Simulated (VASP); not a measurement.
Input of a VASP 6.6.1 run:

INCAR

```
PREC = Accurate ; ENCUT = 600
EDIFF = 1E-7 ; ISMEAR = -1
SIGMA = 0.1 ; LREAL = False
LASPH = True ; NELM = 60
ALGO = Normal ; ISIF = 3
LWAVE = False ; LCHARG = False
GGA = PE ; IBRION = 2
NSW = 80 ; EDIFFG = -0.01
```

Contents of KPOINTS:

```
Automatic mesh
0
Gamma
  11 11 6
```

POSCAR

```
Hf
1.0
    3.1966985242      0.0000000000      0.0000000000
   -1.5983492621      2.7684221302      0.0000000000
    0.0000000000      0.0000000000      5.0578000000
Hf
2
Direct
    0.3333333333      0.6666666667      0.2500000000
    0.6666666667      0.3333333333      0.7500000000
```

Potentials or basis: VASP PAW PBE potentials, release 64 (Hf_pv).

Command:

```console
$ cat potpaw_PBE.64/Hf_pv/POTCAR > POTCAR
$ mpirun -np 1 vasp_std > vasp.out
```

Problem. Predict the relaxed volume.

Solution. 22.47 Å³/atom.

Problem. Estimate the band gap on the k mesh.

Solution. Zero (bands 10 and 11 overlap by 1.48 eV).

Problem. Estimate the relaxed cell.

Solution. a = 3.201 Å, b = 3.201 Å, c = 5.065 Å, α = 90.00°, β = 90.00°, γ = 120.00°.

Step by step:
| step | energy change (eV) | largest force (eV/Å) | pressure (GPa) | volume (Å³) |
| --- | --- | --- | --- | --- |
| 1 | 0.0000 | 0.0000 | 0.43 | 44.76 |
| 2 | 0.0001 | 0.0000 | -0.51 | 45.15 |
| 3 | -0.0002 | 0.0000 | 0.00 | 44.94 |

Caveat: spin-orbit coupling is left out, which moves the levels of the heavy elements. PBE usually gives volumes a little too large and moduli too small.
